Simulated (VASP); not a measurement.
CuO:

```
Cu O
1.0
     2.06823   -2.07613    0.00000
     2.06823    2.07613    0.00000
     0.00000    0.00000    5.14314
Cu O
2 2
Cartesian
  1.0341 -1.0381 0.0000
  1.0341 1.0381 2.5716
  2.0682 0.0000 1.2858
  2.0682 0.0000 3.8574
```

Base run:

```yaml
Program: VASP 6.6.1
Functional: PBE
Potentials_or_basis: VASP PAW PBE potentials, release 64 (Cu, O)
Cutoff: 520 eV
k_mesh: 9 × 9 × 5
Occupations: fermi-dirac, width 0.05 eV
Spin: no spin polarisation
```

Its results: band gap on the k mesh zero (band 17 reaches 5.60 eV, above the bottom of band 18 at 4.67 eV); pressure 2.7 GPa.

Problem. The run is repeated on the same cell with these changes: potentials or basis from VASP PAW PBE potentials, release 64 (Cu, O) to VASP PAW PBE potentials, release 64 (Cu_sv_GW, O); cutoff from 520 eV to 700 eV; further incar settings from ALGO = Normal; EDIFF = 1e-07; NBANDS = 25 to ALGO = Normal; EDIFF = 1e-06; NBANDS = 33; valence electrons from 34 to 50. What comes out?

Solution. Band gap on the k mesh zero (band 25 reaches 5.64 eV, above the bottom of band 26 at 4.71 eV); pressure -0.6 GPa.

Caveats: semilocal functionals often make such compounds metallic where correlation or magnetic order opens a gap, which also shifts bond lengths.
